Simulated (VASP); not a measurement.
A run of VASP 6.6.1 is set up as follows.

Contents of INCAR:

```
SYSTEM = ZnSe
  PREC = Accurate
  ENCUT = 520
  EDIFF = 1E-6
  ISMEAR = 0
  SIGMA = 0.05
  LREAL = .False.
  LASPH = .True.
  NELM = 80
  ALGO = Normal
  ISIF = 2
  LWAVE = .False.
  LCHARG = .False.
  GGA = PS
  NBANDS = 26
```

File KPOINTS:

```
Automatic mesh
0
Gamma
  8 8 6
  0 0 0
```

Contents of POSCAR:

```
ZnSe
1.0
    4.3079000000      0.0000000000      0.0000000000
    0.0000000000      4.3079000000      0.0000000000
    0.0000000000      0.0000000000      5.1969000000
Zn Se
2 2
Direct
    0.0000000000      0.0000000000      0.0000000000
    0.5000000000      0.5000000000      0.0000000000
    0.0000000000      0.5000000000      0.2681677050
    0.5000000000      0.0000000000      0.7318322950
```

Potentials or basis: VASP PAW PBE potentials, release 64 (Zn, Se).

Command:

```sh
$ cat potpaw_PBE.64/Zn/POTCAR potpaw_PBE.64/Se/POTCAR > POTCAR
$ mpirun -np 1 vasp_std > vasp.out
```

(1) Predict the pressure.

(2) Estimate the largest force.

(3) What does it give for the band gap on the k mesh?

Answers

(1) -4.3 GPa.

(2) 0.286 eV/Å.

(3) 0.81 eV.

Caveat: the cell stands under tension; the PAW data sets were made with another functional, which shifts forces and pressure a little.
